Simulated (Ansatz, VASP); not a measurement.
**NaLa: VASP beside Ansatz**

Contents of INCAR:

```
ALGO = Normal
EDIFF = 1E-6
ENCUT = 520
ISIF = 2
ISMEAR = 0
LASPH = T
LCHARG = T
LELF = T
LREAL = F
LVHAR = T
LWAVE = F
NBANDS = 16
NELM = 80
PREC = Accurate
SIGMA = 0.05
```

Contents of KPOINTS:

```
k-points
0
Gamma
  9 9 4
```

The input POSCAR:

```
NaLa
1.0
    3.7244650120      0.0000000000      0.0000000000
   -1.8622325059      3.2254813159      0.0000000000
    0.0000000000      0.0000000000      6.6963227888
La Na
1 1
Direct
    0.3333333333      0.6666666667      0.5000000000
    0.0000000000      0.0000000000      0.0000000000
```

File input.yaml:

```yaml
crystal:
  lattice:
    - [3.724465012, 0.0, 0.0]
    - [-1.8622325059, 3.2254813159, 0.0]
    - [0.0, 0.0, 6.6963227888]
  atoms:
    - { symbol: La, position: [0.3333333333, 0.6666666667, 0.5] }
    - { symbol: Na, position: [0.0, 0.0, 0.0] }
kpoints:
  mp_grid: { grid: [9, 9, 4] }
scf:
  occupations: { method: gaussian, width: 0.05 }
hamiltonian:
  xc: lda
  pseudopotentials: { kind: all_electron, lapw: { basis_error: 0.001 } }
output:
  forces: true
  stress: true
  eigenvalues: true
```

Change from the starting cell: volume scaled by 1.02.

Alike in both runs: task single point; functional LDA; k mesh 9 × 9 × 4; occupations gaussian, width 0.05 eV; no spin polarisation.

|  | VASP | Ansatz |
| --- | --- | --- |
| version | VASP 6.6.1 | Ansatz 0.2.0 |
| potentials or method | VASP PAW LDA potentials, release 64 (La, Na_pv), cutoff 520 eV | all-electron LAPW, scalar-relativistic |

Ansatz gave:

* gap on the k mesh at the Fermi level (eV): none
* pressure (GPa): -3.1
* traceless stress, the component that is largest in VASP (GPa): 0.63

**Question.** Estimate VASP's values.

**Answer.** gap on the k mesh at the Fermi level (eV): none; pressure (GPa): -3.2; traceless stress, the component that is largest in VASP (GPa): 0.66.

LDA's correlation is that of Perdew and Zunger in VASP and of Perdew and Wang (1992) in Ansatz. A gap of «none» marks a metal or a gap that the smearing closes. Ansatz ran all-electron here, and VASP with PAW potentials.

Spin-orbit coupling is off throughout.
